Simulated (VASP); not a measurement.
# Ni (Fm-3m) in VASP: further runs

Runs on Ni. Level: PBE. Tasks: single point.

Everything below comes from runs of VASP 6.6.1. Logs are shortened: lines on timing, memory, paths and dates and some standing lists are left out, and cuts for length are marked.

## (1) The cell of the first run

Symmetry: Fm-3m, No. 225, cubic system. The conventional cell has a = 3.540 Å, b = 3.540 Å, c = 3.540 Å, α = 90.00°, β = 90.00°, γ = 90.00°. Within 3.3 Å of Ni (site symmetry m-3m) lie 12 Ni at 2.50 Å.

## (2) Single point, PBE, collinear spin, ferromagnetic start

INCAR reads:

```
SYSTEM = Ni
PREC = Accurate ; ENCUT = 520
EDIFF = 1E-6 ; ISMEAR = -1
SIGMA = 0.1 ; LREAL = .False.
LASPH = .True. ; NELM = 150
ALGO = Normal ; ISIF = 2
LWAVE = .False. ; LCHARG = .False.
ISPIN = 2 ; MAGMOM = 0.71
LORBIT = 11 ; NUPDOWN = 0.71
LMAXMIX = 4 ; GGA = PE
NBANDS = 15
```

KPOINTS reads:

```
regular mesh
0
Gamma
  13 13 13
  0 0 0
```

POSCAR reads:

```
Ni
1.0
    0.0000000000      1.7701000000      1.7701000000
    1.7701000000      0.0000000000      1.7701000000
    1.7701000000      1.7701000000      0.0000000000
Ni
1
Direct
    0.0000000000      0.0000000000      0.0000000000
```

Potentials or basis: VASP PAW PBE potentials, release 64 (Ni).

The run is started by

```sh
$ cat potpaw_PBE.64/Ni/POTCAR > POTCAR
$ mpirun -np 1 vasp_std > vasp.out
```

OUTCAR:

```text
SYSTEM = Ni
   PREC = Accurate
   ENCUT = 520
   EDIFF = 1E-6
   ISMEAR = -1
   LREAL = .False.
   LASPH = .True.
   NELM = 150
   ISIF = 2
   ISPIN = 2
   LORBIT = 11
   NUPDOWN = 0.71
   GGA = PE

 ion  position               nearest neighbor table
   1  0.000  0.000  0.000-

  LATTYP: Found a face centered cubic cell.
 ALAT       =     3.5402000000

  Lattice vectors:

 A1 = (   0.0000000000,   1.7701000000,   1.7701000000)
 A2 = (   1.7701000000,   0.0000000000,   1.7701000000)
 A3 = (   1.7701000000,   1.7701000000,   0.0000000000)

Analysis of symmetry for initial positions (statically):
=====================================================================
 Subroutine PRICEL returns:
 Original cell was already a primitive cell.

 Routine SETGRP: Setting up the symmetry group for a
 face centered cubic supercell.

 Subroutine GETGRP returns: Found 48 space group operations
 (whereof 48 operations were pure point group operations)
 out of a pool of 48 trial point group operations.

The static configuration has the point symmetry O_h .

Analysis of symmetry for dynamics (positions and initial velocities):
=====================================================================
 Subroutine PRICEL returns:
 Original cell was already a primitive cell.

 Routine SETGRP: Setting up the symmetry group for a
 face centered cubic supercell.

 Subroutine GETGRP returns: Found 48 space group operations
 (whereof 48 operations were pure point group operations)
 out of a pool of 48 trial point group operations.

The dynamic configuration has the point symmetry O_h .

Analysis of structural, dynamic, and magnetic symmetry:
=====================================================================
 Subroutine PRICEL returns:
 Original cell was already a primitive cell.

 Routine SETGRP: Setting up the symmetry group for a
 face centered cubic supercell.

 Subroutine GETGRP returns: Found 48 space group operations
 (whereof 48 operations were pure point group operations)
 out of a pool of 48 trial point group operations.

The overall configuration has the point symmetry O_h .

 Subroutine INISYM returns: Found 48 space group operations
 (whereof 48 operations are pure point group operations),
 and found     1 'primitive' translations

----------------------------------------------------------------------------------------

                                     Primitive cell

  volume of cell :      11.0923

  direct lattice vectors                    reciprocal lattice vectors
     0.000000000  1.770100000  1.770100000    -0.282469917  0.282469917  0.282469917
     1.770100000  0.000000000  1.770100000     0.282469917 -0.282469917  0.282469917
     1.770100000  1.770100000  0.000000000     0.282469917  0.282469917 -0.282469917

  length of vectors
     2.503299427  2.503299427  2.503299427     0.489252248  0.489252248  0.489252248

  position of ions in fractional coordinates (direct lattice)
     0.000000000  0.000000000  0.000000000

  ion indices of the primitive-cell ions
   primitive index   ion index
                 1           1

----------------------------------------------------------------------------------------

 KPOINTS: regular mesh

Automatic generation of k-mesh.
 Grid dimensions read from file:
 generate k-points for:   13   13   13

 Generating k-lattice:

  Cartesian coordinates                     Fractional coordinates (reciprocal lattice)
    -0.021728455  0.021728455  0.021728455     0.076923077  0.000000000  0.000000000
     0.021728455 -0.021728455  0.021728455     0.000000000  0.076923077  0.000000000
     0.021728455  0.021728455 -0.021728455     0.000000000  0.000000000  0.076923077

  Length of vectors
     0.037634788  0.037634788  0.037634788

  Shift w.r.t. Gamma in fractional coordinates (k-lattice)
     0.000000000  0.000000000  0.000000000

 Subroutine IBZKPT returns following result:
 ===========================================

 Found     84 irreducible k-points:

 Following reciprocal coordinates:
            Coordinates               Weight
  0.000000  0.000000  0.000000      1.000000
  0.076923  0.000000  0.000000      8.000000
  0.153846  0.000000  0.000000      8.000000
  0.230769  0.000000  0.000000      8.000000
  0.307692  0.000000  0.000000      8.000000
  0.384615  0.000000  0.000000      8.000000
[... 16 lines left out ...]
  0.384615  0.153846  0.000000     24.000000
  0.461538  0.153846  0.000000     24.000000
 [... further k-points ...]
   k-points           NKPTS =     84   k-points in BZ     NKDIM =     84   number of bands    NBANDS=     15
   number of dos      NEDOS =    301   number of ions     NIONS =      1
   total plane-waves  NPLWV =   8000
   dimension x,y,z NGX =    20 NGY =   20 NGZ =   20
   dimension x,y,z NGXF=    40 NGYF=   40 NGZF=   40
   ions per type =               1
   NGX,Y,Z   is equivalent  to a cutoff of  13.28, 13.28, 13.28 a.u.
   NGXF,Y,Z  is equivalent  to a cutoff of  26.56, 26.56, 26.56 a.u.
 SYSTEM =  Ni
   PREC   = accura    normal or accurate (medium, high low for compatibility)
   ISTART =      0    job   : 0-new  1-cont  2-samecut
   ICHARG =      2    charge: 1-file 2-atom 10-const
   ISPIN  =      2    spin polarized calculation?
   LNONCOLLINEAR =      F non collinear calculations
   LSORBIT =      F    spin-orbit coupling
   LASPH  =      T    aspherical Exc in radial PAW
   ENCUT  =  520.0 eV  38.22 Ry    6.18 a.u.   4.65  4.65  4.65*2*pi/ulx,y,z
   NELM   =    150;   NELMIN=  2; NELMDL= -5     # of ELM steps
   EDIFF  = 0.1E-05   stopping-criterion for ELM
   LREAL  =      F    real-space projection
   EDIFFG = 0.1E-04   stopping-criterion for IOM
   NSW    =      0    number of steps for IOM
   IBRION =     -1    ionic relax: 0-MD 1-quasi-New 2-CG
   NFREE  =      0    steps in history (QN), initial steepest desc. (CG)
   ISIF   =      2    stress and relaxation
   ISYM   =      2    0-nonsym 1-usesym 2-fastsym
   POTIM  = 0.5000    time-step for ionic-motion
   TEBEG  =    0.0;   TEEND  =   0.0 temperature during run
   PSTRESS=    0.0 pullay stress
   NELECT =      10.0000    total number of electrons
   NUPDOWN=       0.7100    fix difference up-down
   EMIN   =  10.00;   EMAX   =-10.00  energy-range for DOS
   EFERMI =   0.00;   METHOD = LEGACY
   ISMEAR =    -1;   SIGMA  =   0.10  broadening in eV -4-tet -1-fermi 0-gaus
   EFERMI_NEDOS =   21; number of points for ismear=-14 and -15
   IALGO  =     38    algorithm
   IMIX   =      4    mixing-type and parameters
     AMIX     =   0.40;   BMIX     =  1.00
     AMIX_MAG =   1.60;   BMIX_MAG =  1.00
  volume/ion in A,a.u.               =      11.09        74.85
  Fermi-wavevector in a.u.,A,eV,Ry     =   1.581492  2.988587 34.029767  2.501117
  Thomas-Fermi vector in A             =   2.681559
   LORBIT       =     11    0 simple, 1 ext, 2 COOP (PROOUT), +10 PAW based schemes
   GGA     = PE    functional components
   LHFCALC =     F    Hartree Fock is set to
   AEXX    =    0.0000 exact exchange contribution
   IVDW    =     0    specifies the selected vdW correction
   LEPSILON=     F    determine dielectric tensor
   LRPA    =     F    only Hartree local field effects (RPA)
 spin polarized calculation
  energy-cutoff  :      520.00
  volume of cell :       11.09
 maximum number of plane-waves:       307
   NGX =  9   NGY =  9   NGZ =  9

 number of electron      10.0000009 magnetization       0.7100001

 Free energy of the ion-electron system (eV)
  ---------------------------------------------------
  ext. energy  EPLUGINS =         0.00000000
  ---------------------------------------------------
  free energy    TOTEN  =        -5.49110797 eV

  energy without entropy =       -5.43762066  energy(sigma->0) =       -5.46436432

 E-fermi :   9.0853     XC(G=0): -13.1451

 val. band max:        9.3382338735   @ k =   0.4615   0.1538   0.0769
 cond. band min:       9.0936913988   @ k =   0.3846   0.3846   0.0000
 fundamental gap:     -0.2445424747
 Fermi energy:         9.3521147100

 spin component 1

 k-point     1 :       0.0000    0.0000    0.0000
  band No.  band energies     occupation
      1       0.2150      1.00000
      2       6.6649      1.00000
      3       6.6649      1.00000
      4       6.6649      1.00000
      5       7.7948      1.00000
      6       7.7948      1.00000
      7      32.6558      0.00000
      8      36.3566      0.00000
      9      36.3566      0.00000
     10      36.3566      0.00000
     11      39.2291      0.00000
     12      39.2291      0.00000
     13      39.2291      0.00000
     14      42.2511      0.00000
     15      48.3230      0.00000
[... 397 lines left out ...]
 k-point    24 :       0.4615    0.1538    0.0000
  band No.  band energies     occupation
      1       4.6726      1.00000
      2       6.2998      1.00000
      3       6.6987      1.00000
      4       7.0586      1.00000
      5       8.4563      0.99987
      6       9.8660      0.00583
      7      16.8229      0.00000
      8      27.6730      0.00000
      9      29.2752      0.00000
     10      31.4154      0.00000
     11      41.3261      0.00000
     12      41.5266      0.00000
     13      44.4058      0.00000
     14      47.6451      0.00000
     15      54.9946      0.00000

 [... further k-points ...]

 spin component 2

 k-point     1 :       0.0000    0.0000    0.0000
  band No.  band energies     occupation
      1       0.2058      1.00000
      2       7.4856      1.00000
      3       7.4856      1.00000
      4       7.4856      1.00000
      5       8.4727      0.99782
      6       8.4727      0.99782
      7      32.5097      0.00000
      8      36.3724      0.00000
      9      36.3724      0.00000
     10      36.3724      0.00000
     11      39.3614      0.00000
     12      39.3614      0.00000
     13      39.3614      0.00000
     14      42.1477      0.00000
     15      48.5450      0.00000
[... 397 lines left out ...]
 k-point    24 :       0.4615    0.1538    0.0000
  band No.  band energies     occupation
      1       5.0831      1.00000
      2       6.7985      1.00000
      3       7.3645      1.00000
      4       7.7758      1.00000
      5       9.2895      0.11479
      6      10.3863      0.00000
      7      17.1235      0.00000
      8      27.7357      0.00000
      9      29.3808      0.00000
     10      31.4905      0.00000
     11      41.3257      0.00000
     12      41.5830      0.00000
     13      44.4864      0.00000
     14      47.8422      0.00000
     15      56.5756      0.00000

 [... further k-points ...]
[... 5 lines left out ...]
  --------------------------------------------------------------------------------------
  -------------------------------------------------------------------------------------
  Total       -0.1792984     -0.1792984     -0.1792984     -0.0000000      0.0000000      0.0000000
  in kB      -25.8978409    -25.8978409    -25.8978409     -0.0000000      0.0000000      0.0000000
  external PRESSURE =     -25.8978409 kB  Pullay stress =       0.0000000 kB

 VOLUME and BASIS-vectors are now :
 -----------------------------------------------------------------------------
  energy-cutoff  :      520.00
  volume of cell :       11.09
      direct lattice vectors                 reciprocal lattice vectors
     0.000000000  1.770100000  1.770100000    -0.282469917  0.282469917  0.282469917
     1.770100000  0.000000000  1.770100000     0.282469917 -0.282469917  0.282469917
     1.770100000  1.770100000  0.000000000     0.282469917  0.282469917 -0.282469917

 POSITION                                       TOTAL-FORCE (eV/Angst)
 -----------------------------------------------------------------------------------
      0.00000      0.00000      0.00000         0.000000      0.000000      0.000000
 -----------------------------------------------------------------------------------
    total drift:                                0.000000      0.000000      0.000000

  FREE ENERGIE OF THE ION-ELECTRON SYSTEM (eV)
  ---------------------------------------------------
  free  energy   TOTEN  =        -5.4911079748 eV

  energy  without entropy=       -5.4376206614  energy(sigma->0) =       -5.46436432

 total charge

# of ion       s       p       d       tot
------------------------------------------
    1        0.492   0.485   8.297   9.274

 magnetization (x)

# of ion       s       p       d       tot
------------------------------------------
    1       -0.003  -0.019   0.742   0.720
```

Run time: 27 s. Hardware: 1 thread of Intel Xeon Platinum 8259CL at 2.50GHz (Skylake/Cascade Lake), shared host; peak memory 0.14 GiB.

Results:

```
Free energy                                           : -5.4911 eV
Pressure                                              : -2.6 GPa
Net moment                                            : 0.71 μB per cell
Site moments                                          : Ni +0.72 μB
Valence electrons inside the program's atomic spheres : Ni 9.27
```

Caveat: the total moment is fixed, so each spin has its own Fermi level.

## (3) Single point, PBE, collinear spin, ferromagnetic start

INCAR reads:

```
  ALGO = Normal
  EDIFF = 1E-6
  ENCUT = 520
  GGA = PE
  ISIF = 2
  ISMEAR = -1
  ISPIN = 2
  LASPH = True
  LCHARG = False
  LMAXMIX = 4
  LORBIT = 11
  LREAL = False
  LWAVE = False
  MAGMOM = 1.19
  NBANDS = 15
  NELM = 150
  NUPDOWN = 1.19
  PREC = Accurate
  SIGMA = 0.1
```

KPOINTS reads:

```
k-points
0
Gamma
  13 13 13
```

POSCAR is that of step 2.

Potentials or basis: VASP PAW PBE potentials, release 64 (Ni).

The run is started by

```sh
$ cat potpaw_PBE.64/Ni/POTCAR > POTCAR
$ mpirun -np 1 vasp_std > vasp.out
```

OUTCAR:

```text
EDIFF = 1E-6
   ENCUT = 520
   GGA = PE
   ISIF = 2
   ISMEAR = -1
   ISPIN = 2
   LASPH = True
   LORBIT = 11
   LREAL = False
   NELM = 150
   NUPDOWN = 1.19
   PREC = Accurate

 ion  position               nearest neighbor table
   1  0.000  0.000  0.000-

  LATTYP: Found a face centered cubic cell.
 ALAT       =     3.5402000000

  Lattice vectors:

 A1 = (   0.0000000000,   1.7701000000,   1.7701000000)
 A2 = (   1.7701000000,   0.0000000000,   1.7701000000)
 A3 = (   1.7701000000,   1.7701000000,   0.0000000000)

Analysis of symmetry for initial positions (statically):
=====================================================================
 Subroutine PRICEL returns:
 Original cell was already a primitive cell.

 Routine SETGRP: Setting up the symmetry group for a
 face centered cubic supercell.

 Subroutine GETGRP returns: Found 48 space group operations
 (whereof 48 operations were pure point group operations)
 out of a pool of 48 trial point group operations.

The static configuration has the point symmetry O_h .

Analysis of symmetry for dynamics (positions and initial velocities):
=====================================================================
 Subroutine PRICEL returns:
 Original cell was already a primitive cell.

 Routine SETGRP: Setting up the symmetry group for a
 face centered cubic supercell.

 Subroutine GETGRP returns: Found 48 space group operations
 (whereof 48 operations were pure point group operations)
 out of a pool of 48 trial point group operations.

The dynamic configuration has the point symmetry O_h .

Analysis of structural, dynamic, and magnetic symmetry:
=====================================================================
 Subroutine PRICEL returns:
 Original cell was already a primitive cell.

 Routine SETGRP: Setting up the symmetry group for a
 face centered cubic supercell.

 Subroutine GETGRP returns: Found 48 space group operations
 (whereof 48 operations were pure point group operations)
 out of a pool of 48 trial point group operations.

The overall configuration has the point symmetry O_h .

[... 151 lines left out ...]

 k-point     1 :       0.0000    0.0000    0.0000
  band No.  band energies     occupation
      1       0.0975      1.00000
      2       6.2421      1.00000
      3       6.2421      1.00000
      4       6.2421      1.00000
      5       7.3461      1.00000
      6       7.3461      1.00000
      7      32.5577      0.00000
      8      36.2329      0.00000
      9      36.2329      0.00000
     10      36.2329      0.00000
     11      39.0402      0.00000
     12      39.0402      0.00000
     13      39.0402      0.00000
     14      42.1460      0.00000
[... 403 lines left out ...]
      4       6.6315      1.00000
      5       7.9908      1.00000
      6       9.5498      0.99998
      7      16.5946      0.00000
      8      27.5079      0.00000
      9      29.1177      0.00000
     10      31.2645      0.00000
     11      41.1861      0.00000
     12      41.3742      0.00000
     13      44.2588      0.00000
     14      47.4140      0.00000
     15      54.0806      0.00000

 [... further k-points ...]

 spin component 2

 k-point     1 :       0.0000    0.0000    0.0000
  band No.  band energies     occupation
      1       0.3139      1.00000
      2       7.4719      1.00000
      3       7.4719      1.00000
      4       7.4719      1.00000
      5       8.4442      0.98723
      6       8.4442      0.98723
      7      32.6266      0.00000
      8      36.4857      0.00000
      9      36.4857      0.00000
     10      36.4857      0.00000
     11      39.4323      0.00000
     12      39.4323      0.00000
     13      39.4323      0.00000
     14      42.3101      0.00000
[... 403 lines left out ...]
      4       7.7587      0.99999
      5       9.2577      0.02216
      6      10.4017      0.00000
      7      17.1811      0.00000
      8      27.8316      0.00000
      9      29.4665      0.00000
     10      31.5851      0.00000
     11      41.4301      0.00000
     12      41.6740      0.00000
     13      44.5842      0.00000
     14      47.9097      0.00000
     15      56.3602      0.00000

 [... further k-points ...]
[... 5 lines left out ...]
  --------------------------------------------------------------------------------------
  -------------------------------------------------------------------------------------
  Total        0.1775283      0.1775283      0.1775283      0.0000000      0.0000000     -0.0000000
  in kB       25.6421654     25.6421654     25.6421654      0.0000000      0.0000000     -0.0000000
  external PRESSURE =      25.6421654 kB  Pullay stress =       0.0000000 kB

 VOLUME and BASIS-vectors are now :
 -----------------------------------------------------------------------------
  energy-cutoff  :      520.00
  volume of cell :       11.09
      direct lattice vectors                 reciprocal lattice vectors
     0.000000000  1.770100000  1.770100000    -0.282469917  0.282469917  0.282469917
     1.770100000  0.000000000  1.770100000     0.282469917 -0.282469917  0.282469917
     1.770100000  1.770100000  0.000000000     0.282469917  0.282469917 -0.282469917

 POSITION                                       TOTAL-FORCE (eV/Angst)
 -----------------------------------------------------------------------------------
      0.00000      0.00000      0.00000        -0.000000     -0.000000     -0.000000
 -----------------------------------------------------------------------------------
    total drift:                                0.000000     -0.000000      0.000000

  FREE ENERGIE OF THE ION-ELECTRON SYSTEM (eV)
  ---------------------------------------------------
  free  energy   TOTEN  =        -5.2620179288 eV

  energy  without entropy=       -5.2157558611  energy(sigma->0) =       -5.23888689

 total charge

# of ion       s       p       d       tot
------------------------------------------
    1        0.510   0.524   8.220   9.255

 magnetization (x)

# of ion       s       p       d       tot
------------------------------------------
    1        0.021   0.037   1.108   1.166
```

Wall time 26 s (1 thread of Intel Xeon Platinum 8259CL at 2.50GHz (Skylake/Cascade Lake), shared host); peak memory 0.14 GiB.

Results:

```
Free energy                                           : -5.2620 eV
Pressure                                              : 2.6 GPa
Net moment                                            : 1.19 μB per cell
Site moments                                          : Ni +1.17 μB
Valence electrons inside the program's atomic spheres : Ni 9.26
```

Caveat: the total moment is fixed, so each spin has its own Fermi level.

(Continued in part 2 of 2.)
